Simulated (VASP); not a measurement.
# Sn (I4_1/amd) in VASP: single point with PBEsol

Aim: the single point of Sn with PBEsol.

All numbers are computed with VASP 6.6.1; they aren't measurements. Logs are shortened: lines on timing, memory, paths and dates and some standing lists are left out, and cuts for length are marked.

### Step 1. The cell of the first run

It takes space group I4_1/amd (No. 141, tetragonal). Conventional cell: a = 5.839 Å, b = 5.839 Å, c = 3.154 Å, α = 90.00°, β = 90.00°, γ = 90.00°. Sn (site symmetry -4m2) has 10 Sn at 3.02 to 3.76 Å within 4.0 Å.

### Step 2. Single point, PBEsol

Contents of INCAR:

```
SYSTEM = Sn
  ALGO = Fast
  EDIFF = 1E-6
  ENCUT = 520
  GGA = PS
  ISIF = 2
  ISMEAR = 0
  LASPH = .TRUE.
  LCHARG = .FALSE.
  LREAL = .FALSE.
  LWAVE = .FALSE.
  NBANDS = 21
  NELM = 100
  PREC = Accurate
  SIGMA = 0.1
```

Contents of KPOINTS:

```
k-points
0
G
  20 20 20
  0 0 0
```

Contents of POSCAR:

```
Sn
1.0
   -2.9192816357      2.9192816357      1.5771757763
    2.9192816357     -2.9192816357      1.5771757763
    2.9192816357      2.9192816357     -1.5771757763
Sn
2
Direct
    0.7500000000      0.2500000000      0.5000000000
    0.0000000000      0.0000000000      0.0000000000
```

Potentials or basis: VASP PAW PBE potentials, release 64 (Sn_d).

Run with:

```sh
$ cat potpaw_PBE.64/Sn_d/POTCAR > POTCAR
$ mpirun -np 1 vasp_std > vasp.out
```

OUTCAR:

```text
SYSTEM = Sn
   EDIFF = 1E-6
   ENCUT = 520
   GGA = PS
   ISIF = 2
   ISMEAR = 0
   LASPH = .TRUE.
   LREAL = .FALSE.
   NELM = 100
   PREC = Accurate

 ion  position               nearest neighbor table
   1  0.750  0.250  0.500-   2 3.02   2 3.02   2 3.02   2 3.02   2 3.76   2 3.76   2 3.76   2 3.76

   2  0.000  0.000  0.000-   1 3.02   1 3.02   1 3.02   1 3.02   1 3.76   1 3.76   1 3.76   1 3.76

  LATTYP: Found a body centered tetragonal cell.
 ALAT       =     5.8385632714
 C/A-ratio  =     0.5402616031

  Lattice vectors:

 A1 = (  -2.9192816357,   2.9192816357,   1.5771757763)
 A2 = (   2.9192816357,  -2.9192816357,   1.5771757763)
 A3 = (   2.9192816357,   2.9192816357,  -1.5771757763)

Analysis of symmetry for initial positions (statically):
=====================================================================
 Subroutine PRICEL returns:
 Original cell was already a primitive cell.

 Routine SETGRP: Setting up the symmetry group for a
 body centered tetragonal supercell.

 Subroutine GETGRP returns: Found 16 space group operations
 (whereof  8 operations were pure point group operations)
 out of a pool of 16 trial point group operations.

The static configuration has the point symmetry D_2d.
 The point group associated with its full space group is D_4h.

Analysis of symmetry for dynamics (positions and initial velocities):
=====================================================================
 Subroutine PRICEL returns:
 Original cell was already a primitive cell.

 Routine SETGRP: Setting up the symmetry group for a
 body centered tetragonal supercell.

 Subroutine GETGRP returns: Found 16 space group operations
 (whereof  8 operations were pure point group operations)
 out of a pool of 16 trial point group operations.

The dynamic configuration has the point symmetry D_2d.
 The point group associated with its full space group is D_4h.

 Subroutine INISYM returns: Found 16 space group operations
 (whereof  8 operations are pure point group operations),
 and found     1 'primitive' translations

----------------------------------------------------------------------------------------

                                     Primitive cell

  volume of cell :      53.7641

  direct lattice vectors                    reciprocal lattice vectors
    -2.919281636  2.919281636  1.577175776     0.000000000  0.171275013  0.317022368
     2.919281636 -2.919281636  1.577175776     0.171275013  0.000000000  0.317022368
     2.919281636  2.919281636 -1.577175776     0.171275013  0.171275013  0.000000000

  length of vectors
     4.419490238  4.419490238  4.419490238     0.360330837  0.360330837  0.242219446

  position of ions in fractional coordinates (direct lattice)
     0.750000000  0.250000000  0.500000000
     0.000000000  0.000000000  0.000000000

  ion indices of the primitive-cell ions
   primitive index   ion index
                 1           1
                 2           2

----------------------------------------------------------------------------------------

 KPOINTS: k-points

Automatic generation of k-mesh.
 Grid dimensions read from file:
 generate k-points for:   20   20   20

 Generating k-lattice:

  Cartesian coordinates                     Fractional coordinates (reciprocal lattice)
     0.000000000  0.008563751  0.015851118     0.050000000  0.000000000  0.000000000
     0.008563751  0.000000000  0.015851118     0.000000000  0.050000000  0.000000000
     0.008563751  0.008563751  0.000000000     0.000000000  0.000000000  0.050000000

  Length of vectors
     0.018016542  0.018016542  0.012110972

  Shift w.r.t. Gamma in fractional coordinates (k-lattice)
     0.000000000  0.000000000  0.000000000

 Subroutine IBZKPT returns following result:
 ===========================================

 Found    641 irreducible k-points:

 Following reciprocal coordinates:
            Coordinates               Weight
  0.000000  0.000000  0.000000      1.000000
  0.050000 -0.000000  0.000000      8.000000
  0.100000  0.000000 -0.000000      8.000000
  0.150000  0.000000  0.000000      8.000000
  0.200000  0.000000 -0.000000      8.000000
  0.250000 -0.000000  0.000000      8.000000
[... 16 lines left out ...]
 -0.400000  0.050000  0.000000     16.000000
 -0.350000  0.050000  0.000000     16.000000
 [... further k-points ...]
   k-points           NKPTS =    641   k-points in BZ     NKDIM =    641   number of bands    NBANDS=     21
   number of dos      NEDOS =    301   number of ions     NIONS =      2
   total plane-waves  NPLWV =  46656
   dimension x,y,z NGX =    36 NGY =   36 NGZ =   36
   dimension x,y,z NGXF=    72 NGYF=   72 NGZF=   72
   ions per type =               2
   NGX,Y,Z   is equivalent  to a cutoff of  13.54, 13.54, 13.54 a.u.
   NGXF,Y,Z  is equivalent  to a cutoff of  27.08, 27.08, 27.08 a.u.
 SYSTEM =  Sn
   PREC   = accura    normal or accurate (medium, high low for compatibility)
   ISTART =      0    job   : 0-new  1-cont  2-samecut
   ICHARG =      2    charge: 1-file 2-atom 10-const
   ISPIN  =      1    spin polarized calculation?
   LNONCOLLINEAR =      F non collinear calculations
   LSORBIT =      F    spin-orbit coupling
   LASPH  =      T    aspherical Exc in radial PAW
   ENCUT  =  520.0 eV  38.22 Ry    6.18 a.u.   8.22  8.22  8.22*2*pi/ulx,y,z
   NELM   =    100;   NELMIN=  2; NELMDL= -5     # of ELM steps
   EDIFF  = 0.1E-05   stopping-criterion for ELM
   LREAL  =      F    real-space projection
   EDIFFG = 0.1E-04   stopping-criterion for IOM
   NSW    =      0    number of steps for IOM
   IBRION =     -1    ionic relax: 0-MD 1-quasi-New 2-CG
   NFREE  =      0    steps in history (QN), initial steepest desc. (CG)
   ISIF   =      2    stress and relaxation
   ISYM   =      2    0-nonsym 1-usesym 2-fastsym
   POTIM  = 0.5000    time-step for ionic-motion
   TEBEG  =    0.0;   TEEND  =   0.0 temperature during run
   PSTRESS=    0.0 pullay stress
   NELECT =      28.0000    total number of electrons
   NUPDOWN=      -1.0000    fix difference up-down
   EMIN   =  10.00;   EMAX   =-10.00  energy-range for DOS
   EFERMI =   0.00;   METHOD = LEGACY
   ISMEAR =     0;   SIGMA  =   0.10  broadening in eV -4-tet -1-fermi 0-gaus
   EFERMI_NEDOS =   21; number of points for ismear=-14 and -15
   IALGO  =     68    algorithm
   IMIX   =      4    mixing-type and parameters
     AMIX     =   0.40;   BMIX     =  1.00
     AMIX_MAG =   1.60;   BMIX_MAG =  1.00
  volume/ion in A,a.u.               =      26.88       181.41
  Fermi-wavevector in a.u.,A,eV,Ry     =   1.317135  2.489023 23.603978  1.734843
  Thomas-Fermi vector in A             =   2.447197
   LORBIT       =      0    0 simple, 1 ext, 2 COOP (PROOUT), +10 PAW based schemes
   GGA     = PS    functional components
   LHFCALC =     F    Hartree Fock is set to
   AEXX    =    0.0000 exact exchange contribution
   IVDW    =     0    specifies the selected vdW correction
   LEPSILON=     F    determine dielectric tensor
   LRPA    =     F    only Hartree local field effects (RPA)
 non-spin polarized calculation
 RMM-DIIS sequential band-by-band and
 Gauss-broadening in eV      SIGMA  =   0.10
  energy-cutoff  :      520.00
  volume of cell :       53.76
 maximum number of plane-waves:      1468
 NGX is ok and might be reduce to    36
   NGX = 17   NGY = 17   NGZ = 17

 number of electron      28.0000002 magnetization

 Free energy of the ion-electron system (eV)
  ---------------------------------------------------
  ext. energy  EPLUGINS =         0.00000000
  ---------------------------------------------------
  free energy    TOTEN  =        -8.52294513 eV

  energy without entropy =       -8.51856193  energy(sigma->0) =       -8.52075353

 E-fermi :   7.9106     XC(G=0): -10.4959

 val. band max:        7.9061958281   @ k =  -0.2500  -0.4000   0.0500
 cond. band min:       7.9117578857   @ k =   0.4500   0.1500   0.0500
 fundamental gap:      0.0055620576
 Fermi energy:         7.9106477605

 k-point     1 :       0.0000    0.0000    0.0000
  band No.  band energies     occupation
      1     -13.6296      2.00000
      2     -13.5505      2.00000
      3     -13.5010      2.00000
      4     -13.4950      2.00000
      5     -13.3292      2.00000
      6     -13.3292      2.00000
[... 13 lines left out ...]
     20      17.7621      0.00000
     21      18.4547      0.00000

 k-point     2 :       0.0500   -0.0000    0.0000
  band No.  band energies     occupation
      1     -13.6280      2.00000
      2     -13.5448      2.00000
      3     -13.4991      2.00000
      4     -13.4883      2.00000
      5     -13.3337      2.00000
      6     -13.3334      2.00000
[... 13 lines left out ...]
     20      17.7662      0.00000
     21      18.2499      0.00000

 k-point     3 :       0.1000    0.0000   -0.0000
  band No.  band energies     occupation
      1     -13.6231      2.00000
      2     -13.5287      2.00000
      3     -13.4935      2.00000
      4     -13.4696      2.00000
      5     -13.3444      2.00000
      6     -13.3416      2.00000
[... 13 lines left out ...]
     20      17.1188      0.00000
     21      17.1749      0.00000

 k-point     4 :       0.1500    0.0000    0.0000
  band No.  band energies     occupation
      1     -13.6150      2.00000
      2     -13.5046      2.00000
      3     -13.4847      2.00000
      4     -13.4437      2.00000
      5     -13.3588      2.00000
      6     -13.3483      2.00000
[... 13 lines left out ...]
     20      16.3336      0.00000
     21      16.4992      0.00000

 k-point     5 :       0.2000    0.0000   -0.0000
  band No.  band energies     occupation
      1     -13.6042      2.00000
      2     -13.4775      2.00000
      3     -13.4738      2.00000
      4     -13.4201      2.00000
      5     -13.3751      2.00000
      6     -13.3473      2.00000
[... 13 lines left out ...]
     20      15.6779      0.00000
     21      16.3208      0.00000
[... 382 lines left out ...]
     20      17.2555      0.00000
     21      17.8286      0.00000

 k-point    22 :      -0.4500    0.0500    0.0000
  band No.  band energies     occupation
      1     -13.5550      2.00000
      2     -13.4690      2.00000
      3     -13.4570      2.00000
      4     -13.4247      2.00000
      5     -13.3907      2.00000
      6     -13.3797      2.00000
[... 13 lines left out ...]
     20      16.3435      0.00000
     21      18.0821      0.00000

 k-point    23 :      -0.4000    0.0500    0.0000
  band No.  band energies     occupation
      1     -13.5622      2.00000
      2     -13.4553      2.00000
      3     -13.4487      2.00000
      4     -13.4315      2.00000
      5     -13.3957      2.00000
      6     -13.3714      2.00000
[... 13 lines left out ...]
     20      15.3464      0.00000
     21      17.4771      0.00000

 k-point    24 :      -0.3500    0.0500    0.0000
  band No.  band energies     occupation
      1     -13.5719      2.00000
      2     -13.4507      2.00000
      3     -13.4438      2.00000
      4     -13.4323      2.00000
      5     -13.3958      2.00000
      6     -13.3612      2.00000
[... 13 lines left out ...]
     20      15.1100      0.00000
     21      16.9044      0.00000

 [... further k-points ...]
[... 5 lines left out ...]
  --------------------------------------------------------------------------------------
  -------------------------------------------------------------------------------------
  Total       -0.0112848     -0.0112848     -0.0146825      0.0000000      0.0000000      0.0000000
  in kB       -0.3362877     -0.3362877     -0.4375418      0.0000000      0.0000000      0.0000000
  external PRESSURE =      -0.3700391 kB  Pullay stress =       0.0000000 kB

 VOLUME and BASIS-vectors are now :
 -----------------------------------------------------------------------------
  energy-cutoff  :      520.00
  volume of cell :       53.76
      direct lattice vectors                 reciprocal lattice vectors
    -2.919281636  2.919281636  1.577175776     0.000000000  0.171275013  0.317022368
     2.919281636 -2.919281636  1.577175776     0.171275013  0.000000000  0.317022368
     2.919281636  2.919281636 -1.577175776     0.171275013  0.171275013  0.000000000

 POSITION                                       TOTAL-FORCE (eV/Angst)
 -----------------------------------------------------------------------------------
     -0.00000      2.91928      0.78859        -0.000000      0.000000      0.000000
      0.00000      0.00000      0.00000         0.000000     -0.000000     -0.000000
 -----------------------------------------------------------------------------------
    total drift:                               -0.000000      0.000000     -0.000000

  FREE ENERGIE OF THE ION-ELECTRON SYSTEM (eV)
  ---------------------------------------------------
  free  energy   TOTEN  =        -8.5229451297 eV

  energy  without entropy=       -8.5185619254  energy(sigma->0) =       -8.52075353
```

It took 37 min on 1 thread of Oxide Virtual Turin-like, shared host; peak memory 0.61 GiB.

Results:

| Item | Value |
| --- | --- |
| Free energy | -8.5229 eV |
| Pressure | 0.0 GPa |
| Band gap on the k mesh | zero (band 14 reaches 9.38 eV, above the bottom of band 15 at 5.16 eV) |

Levels at points of the mesh, in eV from the Fermi level:
| k point | band 12 | band 13 | band 14 | band 15 | band 16 | band 17 |
| --- | --- | --- | --- | --- | --- | --- |
| (0.00, 0.00, 0.00) | -3.69 | -2.02 | -2.02 | 2.93 | 6.21 | 6.21 |
| (0.50, 0.00, 0.00) | -5.39 | -2.32 | -1.74 | -1.11 | 2.26 | 2.87 |
| (0.50, 0.50, 0.00) | -8.95 | 0.57 | 0.57 | 1.53 | 1.53 | 6.20 |
| (0.50, 0.50, 0.50) | -7.61 | -4.86 | -4.86 | 5.24 | 5.24 | 9.37 |

Caveat: the PAW data sets were made with another functional, which shifts forces and pressure a little; spin-orbit coupling is left out, which moves the levels of the heavy elements.
